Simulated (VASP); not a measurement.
Set up this calculation in VASP 6.6.1, as the native input.

```
Task                   : single point
Functional             : LDA
Potentials or basis    : VASP PAW LDA potentials, release 64 (Si, O)
Cutoff                 : 520 eV
k mesh                 : 6 × 6 × 8
Occupations            : gaussian, width 0.05 eV
Spin                   : no spin polarisation
Dipole correction      : no
Further INCAR settings : ALGO = Normal; EDIFF = 1e-06; NBANDS = 25
```

The structure of SiO2 lies in POSCAR:

```
SiO2
1.0
    4.0554000000      0.0000000000      0.0000000000
    0.0000000000      4.0554000000      0.0000000000
    0.0000000000      0.0000000000      2.5336000000
Si O
2 4
Direct
    0.5000000000      0.5000000000      0.5000000000
    0.0000000000      0.0000000000      0.0000000000
    0.6944252994      0.6944252994      0.0000000000
    0.1944252994      0.8055747006      0.5000000000
    0.3055747006      0.3055747006      0.0000000000
    0.8055747006      0.1944252994      0.5000000000
```

One way to write it, as run:

INCAR

```
SYSTEM = SiO2
  ALGO = Normal
  EDIFF = 1E-6
  ENCUT = 520
  ISIF = 2
  ISMEAR = 0
  LASPH = .TRUE.
  LCHARG = .TRUE.
  LELF = .TRUE.
  LREAL = .FALSE.
  LVHAR = .TRUE.
  LWAVE = .FALSE.
  NBANDS = 25
  NELM = 80
  PREC = Accurate
  SIGMA = 0.05
```

KPOINTS

```
k-points
0
G
  6 6 8
  0 0 0
```

Potentials or basis: VASP PAW LDA potentials, release 64 (Si, O).

The run is started by

```bash
$ cat potpaw_LDA.64/Si/POTCAR potpaw_LDA.64/O/POTCAR > POTCAR
$ mpirun -np 1 vasp_std > vasp.out
```

It gave:

The pressure is 43.4 GPa and the largest force is 0.744 eV/Å. The band gap on the k mesh is 7.17 eV, direct.

Wall time 19 s on 1 thread of Intel(R) Xeon(R) Platinum 8559C (Emerald Rapids), on a shared host, peak memory 0.15 GiB.
